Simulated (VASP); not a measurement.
Lu, 1 atom in the cell. The structure is cubic, space group Im-3m (No. 229). The conventional cell has a = 3.382 Å, b = 3.382 Å, c = 3.382 Å, α = 90.00°, β = 90.00°, γ = 90.00°. Within 3.9 Å of Lu (site symmetry m-3m) lie 14 Lu at 2.93 to 3.38 Å. This isn't the form of Lu at room conditions, which is hcp.

```yaml
Program: VASP 6.6.1
Task: single point
Functional: PBEsol
Potentials_or_basis: VASP PAW PBE potentials, release 64 (Lu)
Cutoff: 520 eV
k_mesh: 8 × 8 × 8
Occupations: methfessel-paxton, width 0.1 eV
Spin: no spin polarisation
Dipole_correction: no
Further_INCAR_settings: ALGO = Normal; EDIFF = 1e-06; NBANDS = 18
```

Potentials or basis: VASP PAW PBE potentials, release 64 (Lu).

Command:

```console
$ cat potpaw_PBE.64/Lu/POTCAR > POTCAR
$ mpirun -np 1 vasp_std > vasp.out
```

Hardware: 1 thread of Intel Xeon 8259CL (shared host).

How long does it take, and how much memory?

Wall time 31 s on 1 thread of Intel Xeon 8259CL (shared host), peak memory 0.15 GiB. Counts: scf iterations 12, k points 29.
